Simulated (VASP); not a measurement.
# W (R-3m) in VASP: further runs

W is run at these levels: PBE; tasks: single point.

Program: VASP 6.6.1. These are calculated values, not measurements. Logs are shortened: lines on timing, memory, paths and dates and some standing lists are left out, and cuts for length are marked.

**1. The cell of the first run**

It takes space group R-3m (No. 166, trigonal). Conventional cell: a = 3.785 Å, b = 3.785 Å, c = 3.941 Å, α = 90.00°, β = 90.00°, γ = 120.00°. Within 3.4 Å of W (site symmetry -3m) lie 6 W at 2.55 Å.

**2. Single point, PBE**

Contents of INCAR:

```
ALGO     = Fast           # electronic algorithm
EDIFF    = 1E-7           # SCF threshold, eV
ENCUT    = 520            # plane-wave cutoff, eV
GGA      = PE             # functional
ISIF     = 2              # what is computed and relaxed
ISMEAR   = 0              # smearing method
LASPH    = T              # aspherical terms in the spheres
LCHARG   = T              # write CHGCAR
LELF     = T              # ELF
LREAL    = F              # projectors in reciprocal space
LVHAR    = T            
LWAVE    = F              # write WAVECAR
NBANDS   = 13             # bands
NELM     = 100            # most SCF steps
PREC     = Accurate       # precision mode
SIGMA    = 0.15           # smearing width, eV
```

Contents of KPOINTS:

```
k-points
0
Gamma
  24 24 24
```

Contents of POSCAR:

```
W
1.0
   -1.0260694704      1.6506334959      1.6506334959
    1.6506334959     -1.0260694704      1.6506334959
    1.6506334959      1.6506334959     -1.0260694704
W
1
Direct
    0.0000000000      0.0000000000      0.0000000000
```

Potentials or basis: VASP PAW PBE potentials, release 64 (W_sv).

Started as:

```
$ cat potpaw_PBE.64/W_sv/POTCAR > POTCAR
$ mpirun -np 1 vasp_std > vasp.out
```

OUTCAR:

```text
EDIFF = 1E-7
   ENCUT = 520
   GGA = PE
   ISIF = 2
   ISMEAR = 0
   LASPH = T
   LREAL = F
   NELM = 100
   PREC = Accurate

 ion  position               nearest neighbor table
   1  0.000  0.000  0.000-

  LATTYP: Found a trigonal (rhomboedric) cell.
 ALAT       =     2.5499020439
 COS(alpha) =    -0.1019283746

  Lattice vectors:

 A1 = (  -1.0260694704,   1.6506334959,   1.6506334959)
 A2 = (   1.6506334959,  -1.0260694704,   1.6506334959)
 A3 = (   1.6506334959,   1.6506334959,  -1.0260694704)

Analysis of symmetry for initial positions (statically):
=====================================================================
 Subroutine PRICEL returns:
 Original cell was already a primitive cell.

 Routine SETGRP: Setting up the symmetry group for a
 trigonal (rhombohedral) supercell.

 Subroutine GETGRP returns: Found 12 space group operations
 (whereof 12 operations were pure point group operations)
 out of a pool of 12 trial point group operations.

The static configuration has the point symmetry D_3d.

Analysis of symmetry for dynamics (positions and initial velocities):
=====================================================================
 Subroutine PRICEL returns:
 Original cell was already a primitive cell.

 Routine SETGRP: Setting up the symmetry group for a
 trigonal (rhombohedral) supercell.

 Subroutine GETGRP returns: Found 12 space group operations
 (whereof 12 operations were pure point group operations)
 out of a pool of 12 trial point group operations.

The dynamic configuration has the point symmetry D_3d.

 Subroutine INISYM returns: Found 12 space group operations
 (whereof 12 operations are pure point group operations),
 and found     1 'primitive' translations

----------------------------------------------------------------------------------------

                                     Primitive cell

  volume of cell :      16.3012

  direct lattice vectors                    reciprocal lattice vectors
    -1.026069470  1.650633496  1.650633496    -0.102555198  0.271038739  0.271038739
     1.650633496 -1.026069470  1.650633496     0.271038739 -0.102555198  0.271038739
     1.650633496  1.650633496 -1.026069470     0.271038739  0.271038739 -0.102555198

  length of vectors
     2.549902044  2.549902044  2.549902044     0.396789068  0.396789068  0.396789068

  position of ions in fractional coordinates (direct lattice)
     0.000000000  0.000000000  0.000000000

  ion indices of the primitive-cell ions
   primitive index   ion index
[... 76 lines left out ...]
   NSW    =      0    number of steps for IOM
   IBRION =     -1    ionic relax: 0-MD 1-quasi-New 2-CG
   NFREE  =      0    steps in history (QN), initial steepest desc. (CG)
   ISIF   =      2    stress and relaxation
   ISYM   =      2    0-nonsym 1-usesym 2-fastsym
   POTIM  = 0.5000    time-step for ionic-motion
   TEBEG  =    0.0;   TEEND  =   0.0 temperature during run
   PSTRESS=    0.0 pullay stress
   NELECT =      14.0000    total number of electrons
   NUPDOWN=      -1.0000    fix difference up-down
   EMIN   =  10.00;   EMAX   =-10.00  energy-range for DOS
   EFERMI =   0.00;   METHOD = LEGACY
   ISMEAR =     0;   SIGMA  =   0.15  broadening in eV -4-tet -1-fermi 0-gaus
   EFERMI_NEDOS =   21; number of points for ismear=-14 and -15
   IALGO  =     68    algorithm
   IMIX   =      4    mixing-type and parameters
     AMIX     =   0.40;   BMIX     =  1.00
     AMIX_MAG =   1.60;   BMIX_MAG =  1.00
  volume/ion in A,a.u.               =      16.30       110.01
  Fermi-wavevector in a.u.,A,eV,Ry     =   1.556125  2.940649 32.946829  2.421524
  Thomas-Fermi vector in A             =   2.659966
   LORBIT       =      0    0 simple, 1 ext, 2 COOP (PROOUT), +10 PAW based schemes
   GGA     = PE    functional components
   LHFCALC =     F    Hartree Fock is set to
   AEXX    =    0.0000 exact exchange contribution
   IVDW    =     0    specifies the selected vdW correction
   LEPSILON=     F    determine dielectric tensor
   LRPA    =     F    only Hartree local field effects (RPA)
 non-spin polarized calculation
 RMM-DIIS sequential band-by-band and
 Gauss-broadening in eV      SIGMA  =   0.15
  energy-cutoff  :      520.00
  volume of cell :       16.30
 maximum number of plane-waves:       450
   NGX =  9   NGY =  9   NGZ =  9

 number of electron      13.9999996 magnetization

 Free energy of the ion-electron system (eV)
  ---------------------------------------------------
  ext. energy  EPLUGINS =         0.00000000
  ---------------------------------------------------
  free energy    TOTEN  =       -11.54157228 eV

  energy without entropy =      -11.53373691  energy(sigma->0) =      -11.53765459

 E-fermi :  11.0235     XC(G=0): -13.3483

 val. band max:       11.0220606510   @ k =  -0.2500   0.3750   0.2083
 cond. band min:      11.0285963419   @ k =  -0.2917  -0.2917   0.2083
 fundamental gap:      0.0065356910
 Fermi energy:        11.0234709137

 k-point     1 :       0.0000    0.0000    0.0000
  band No.  band energies     occupation
      1     -63.0988      2.00000
      2     -26.7057      2.00000
      3     -26.4515      2.00000
      4     -26.4515      2.00000
      5       1.7465      2.00000
      6       6.2344      2.00000
      7       6.2344      2.00000
      8      15.5547      0.00000
      9      16.1689      0.00000
     10      16.1689      0.00000
     11      25.5248      0.00000
     12      25.5248      0.00000
     13      29.0811      0.00000
[... 354 lines left out ...]
  band No.  band energies     occupation
      1     -62.9525      2.00000
      2     -28.2325      2.00000
      3     -26.4954      2.00000
      4     -26.3254      2.00000
      5       5.3962      2.00000
      6       7.1254      2.00000
      7      10.1199      2.00000
      8      12.2179      0.00000
      9      12.7243      0.00000
     10      16.3568      0.00000
     11      21.5418      0.00000
     12      25.3258      0.00000
     13      30.1802      0.00000

 [... further k-points ...]
[... 5 lines left out ...]
  --------------------------------------------------------------------------------------
  -------------------------------------------------------------------------------------
  Total        2.9314899      2.9314899      2.9314899     -1.2652232     -1.2652232     -1.2652232
  in kB      288.1240509    288.1240509    288.1240509   -124.3535721   -124.3535721   -124.3535721
  external PRESSURE =     288.1240509 kB  Pullay stress =       0.0000000 kB

 VOLUME and BASIS-vectors are now :
 -----------------------------------------------------------------------------
  energy-cutoff  :      520.00
  volume of cell :       16.30
      direct lattice vectors                 reciprocal lattice vectors
    -1.026069470  1.650633496  1.650633496    -0.102555198  0.271038739  0.271038739
     1.650633496 -1.026069470  1.650633496     0.271038739 -0.102555198  0.271038739
     1.650633496  1.650633496 -1.026069470     0.271038739  0.271038739 -0.102555198

 POSITION                                       TOTAL-FORCE (eV/Angst)
 -----------------------------------------------------------------------------------
      0.00000      0.00000      0.00000        -0.000000      0.000000      0.000000
 -----------------------------------------------------------------------------------
    total drift:                                0.000000     -0.000000      0.000000

  FREE ENERGIE OF THE ION-ELECTRON SYSTEM (eV)
  ---------------------------------------------------
  free  energy   TOTEN  =       -11.5415722758 eV

  energy  without entropy=      -11.5337369090  energy(sigma->0) =      -11.53765459
```

Wall time 1.8 min (1 thread of AMD EPYC 9R45 (Zen 5), shared host); peak memory 0.3 GiB.

Results:

```
Free energy            : -11.5416 eV
Pressure               : 28.8 GPa
Band gap on the k mesh : zero (band 7 reaches 12.78 eV, above the bottom of band 8 at 9.77 eV)
```

Caveat: spin-orbit coupling is left out, which moves the levels of the heavy elements.

**3. Single point, PBE**

This run uses another cell than the first one, of the same volume but with other edges.

Contents of INCAR:

```
SYSTEM = W
ALGO = Fast
EDIFF = 1E-7
ENCUT = 520
GGA = PE
ISIF = 2
ISMEAR = 0
LASPH = .TRUE.
LCHARG = .TRUE.
LELF = .TRUE.
LREAL = .FALSE.
LVHAR = .TRUE.
LWAVE = .FALSE.
NBANDS = 13
NELM = 80
PREC = Accurate
SIGMA = 0.15
```

Contents of KPOINTS:

```
k-points
0
G
  24 24 24
  0 0 0
```

Contents of POSCAR:

```
W
1.0
   -2.3478838752      1.6770599108      1.6770599108
    1.6770599108     -2.3478838752      1.6770599108
    1.6770599108      1.6770599108     -2.3478838752
W
1
Direct
    0.0000000000      0.0000000000      0.0000000000
```

Potentials or basis: VASP PAW PBE potentials, release 64 (W_sv).

Started as:

```
$ cat potpaw_PBE.64/W_sv/POTCAR > POTCAR
$ mpirun -np 1 vasp_std > vasp.out
```

Wall time 9.6 min (1 thread of Intel Xeon Platinum 8375C at 2.90GHz (Ice Lake), shared host); peak memory 0.4 GiB.

Results (log left out):

```yaml
Free_energy: -0.5852 eV
Pressure: 249.8 GPa
Band_gap_on_the_k_mesh: zero (band 7 reaches 14.59 eV, above the bottom of band 8 at 6.76 eV)
```

Stress tensor (GPa, compression positive):
```
249.80 264.16 264.16
264.16 249.80 264.16
264.16 264.16 249.80
```

Levels at points of the mesh, in eV from the Fermi level:
```
           k point  band 4  band 5  band 6  band 7  band 8  band 9  band 10  band 11
(0.00, 0.00, 0.00)  -30.95   -9.89   -5.32   -3.97   -3.97    8.19    14.68    14.68
(0.50, 0.00, 0.00)  -36.69   -9.25   -8.71    2.93    3.37    5.54     6.39    12.32
(0.50, 0.50, 0.00)  -30.95   -7.59   -5.75   -1.84   -0.75    2.02     7.86    14.73
(0.50, 0.50, 0.50)  -36.77   -9.37   -9.37    3.85    3.85    8.64    10.36    10.36
```

Caveat: spin-orbit coupling is left out, which moves the levels of the heavy elements.

[end of part 1 of 2]
